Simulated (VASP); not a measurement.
Runs of VASP 6.6.1 on KBr. The structure is that of space group Pm-3m (No. 221), or close to it. The cells are those of the table. 

| task | cell | cutoff (eV) | smearing | gap on the mesh (eV) | pressure (GPa) |
| --- | --- | --- | --- | --- | --- |
| single point | a = 3.902, b = 3.887, c = 3.886 Å, angles 90.6, 89.8, 90.6°, 2 atoms | 520 | gaussian 0.02 eV | 4.25 | 2.5 |
| single point | a = 4.112 Å, 2 atoms | 520 | gaussian 0.02 eV | 3.72 | -0.8 |
| single point | a = 4.043 Å, 2 atoms | 520 | gaussian 0.02 eV | 3.86 | 0.0 |
| single point | a = 4.027, b = 4.148 Å, 2 atoms | 520 | gaussian 0.02 eV | 3.75 | (b) |
| relaxation of cell and atoms | relaxed from a = 4.043 Å, 2 atoms | 600 | gaussian 0.02 eV | 3.86 | 0.0 |
| single point | a = 4.052 Å, 2 atoms | 520 | gaussian 0.02 eV | (c) | (a) |

Alike in all rows: level PBE; potentials or basis VASP PAW PBE potentials, release 64 (K_sv, Br); no spin polarisation; k mesh 6 × 6 × 6.

**Question.** Estimate the missing entries.

**Answer.** (a) -0.2; (b) -0.3; (c) 3.84.

Caveats: the relaxation stopped at its first step, so nothing moved (some runs).

A k mesh can miss the band edges, and the runs leave out spin-orbit coupling on Br.
